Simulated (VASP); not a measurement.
F: single point with PBEsol

The system is F.

```
F
1.0
     3.12509   -1.79610   -0.24103
     3.12509    1.79610   -0.24103
    -2.34983    0.00000    7.19287
F
4
Direct
  0.08485 0.08485 0.09400
  0.91515 0.91515 0.90600
  0.50157 0.50157 0.59372
  0.49843 0.49843 0.40628
```

| Quantity | Value |
| --- | --- |
| Program | VASP 6.6.1 |
| Task | single point |
| Functional | PBEsol |
| Potentials or basis | VASP PAW PBE potentials, release 64 (F_h) |
| Cutoff | 1350 eV |
| k mesh | 4 × 4 × 2 |
| Occupations | gaussian, width 0.05 eV |
| Spin | no spin polarisation |

```yaml
Pressure: -1.2 GPa
Largest_force: 0.387 eV/Å
Band_gap_on_the_k_mesh: 2.97 eV (least direct gap 3.05 eV)
```

Forces on the atoms (eV/Å):
```
F   -0.166  0.000 -0.339
F    0.166  0.000  0.339
F    0.117  0.000 -0.368
F   -0.117  0.000  0.368
```

Stress tensor (GPa, compression positive):
```
-0.82  0.00 -0.13
 0.00 -0.51  0.00
-0.13  0.00 -2.38
```

Levels at points of the mesh, in eV from the valence-band top:
```tsv
k point	band 11	band 12	band 13	band 14	band 15	band 16	band 17	band 18
(0.00, 0.00, 0.00)	-0.31	-0.17	-0.11	-0.08	2.97	3.70	8.61	11.07
(0.50, 0.00, 0.00)	-0.35	-0.27	-0.27	-0.16	3.36	3.44	12.44	12.58
(0.50, 0.50, 0.00)	-0.32	-0.27	-0.18	0.00	3.31	3.44	12.77	12.95
(0.00, 0.00, 0.50)	-0.28	-0.16	-0.16	-0.08	3.28	3.36	9.44	9.46
(0.50, 0.00, 0.50)	-0.45	-0.31	-0.19	-0.06	3.20	3.58	12.35	13.17
(0.50, 0.50, 0.50)	-0.34	-0.23	-0.17	-0.09	3.35	3.44	12.38	12.50
```

Run time: 76 s on 1 thread of Intel(R) Xeon(R) Platinum 8559C (Emerald Rapids) (shared host), peak memory 0.48 GiB.

Caveat: the k points lie up to 0.51 Å⁻¹ apart; this functional lacks dispersion, which holds the molecules together, so the pressure and a relaxed volume are unreliable; the PAW data sets were made with another functional, which shifts forces and pressure a little. A k mesh can miss the band edges.
